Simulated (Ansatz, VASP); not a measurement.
## Sn in VASP and in Ansatz

Contents of INCAR:

```
PREC     = Accurate       # precision mode
ENCUT    = 520            # plane-wave cutoff, eV
EDIFF    = 1E-6           # SCF threshold, eV
ISMEAR   = -1             # smearing method
SIGMA    = 0.05           # smearing width, eV
LREAL    = F              # projectors in reciprocal space
LASPH    = T              # aspherical terms in the spheres
NELM     = 100            # most SCF steps
ALGO     = Normal         # electronic algorithm
ISIF     = 2              # what is computed and relaxed
LWAVE    = F              # write WAVECAR
LCHARG   = F              # write CHGCAR
GGA      = B5             # functional
ALDAX    = 1.0          
AGGAX    = 1.0          
AGGAC    = 1.0          
ALDAC    = 0.0          
NBANDS   = 13             # bands
```

Contents of KPOINTS:

```
Automatic mesh
0
Gamma
  11 11 11
```

Contents of POSCAR:

```
Sn
1.0
   -1.7265390000      1.7755470000      2.3383420000
    1.7265390000     -1.7755470000      2.3383420000
    1.7265390000      1.7755470000     -2.3383420000
Sn
1
Direct
    0.0000000000      0.0000000000      0.0000000000
```

input.yaml

```yaml
crystal:
  lattice:
    - [-1.726539, 1.775547, 2.338342]
    - [1.726539, -1.775547, 2.338342]
    - [1.726539, 1.775547, -2.338342]
  atoms:
    - { symbol: Sn, position: [0.0, 0.0, 0.0] }
hamiltonian:
  xc: blyp
  pseudopotentials: { kind: paw }
kpoints:
  mp_grid: { grid: [11, 11, 11] }
  band_path:
    path:
      - [[0.0, 0.0, 0.0], [-0.3862939988, 0.3862939988, 0.3862939988], [-0.2804352521, 0.2804352521, 0.4921527456], [0.0, 0.0, 0.5], [0.25, 0.25, 0.25], [0.0, 0.5, 0.0], [0.3862939988, 0.6137060012, -0.3862939988], [0.5, 0.5, -0.5], [0.0, 0.0, 0.0], [0.3941412533, -0.3941412533, 0.3941412533], [0.5, 0.0, 0.0], [0.25, 0.25, 0.25]]
      - [[0.2804352521, -0.2804352521, 0.5078472544], [0.3941412533, -0.3941412533, 0.3941412533]]
      - [[0.6058587467, 0.3941412533, -0.3941412533], [0.5, 0.5, -0.5]]
    npoints: 14
scf:
  occupations: { method: fermi_dirac, width: 0.05 }
  n_extra_bands: 6
output:
  forces: true
  stress: true
  eigenvalues: true
  fatbands: false
```

Alike in both runs: functional BLYP; k mesh 11 × 11 × 11; occupations fermi-dirac, width 0.05 eV; no spin polarisation.

```csv
,VASP,Ansatz
version,VASP 6.6.1,Ansatz 0.2.0
potentials or method,"VASP PAW PBE potentials, release 64 (Sn_d)",Ansatz PAW
plane-wave cutoff (eV),520,420
valence electrons in the cell,14,14
task,single point,band structure
```

|  | VASP | Ansatz | Ansatz less VASP |
| --- | --- | --- | --- |
| gap on the k mesh at the Fermi level (eV) | none | none | - |
| pressure (GPa) | 3.1 | 3.1 | +0.04 |
| traceless stress, the component that is largest in VASP (GPa) | -1.05 | -1.07 | -0.014 |

VASP's potentials were made for PBE, not for BLYP. A gap of «none» marks a metal or a gap that the smearing closes. With one functional, cell and mesh, what is left measures potentials, basis and numerics.
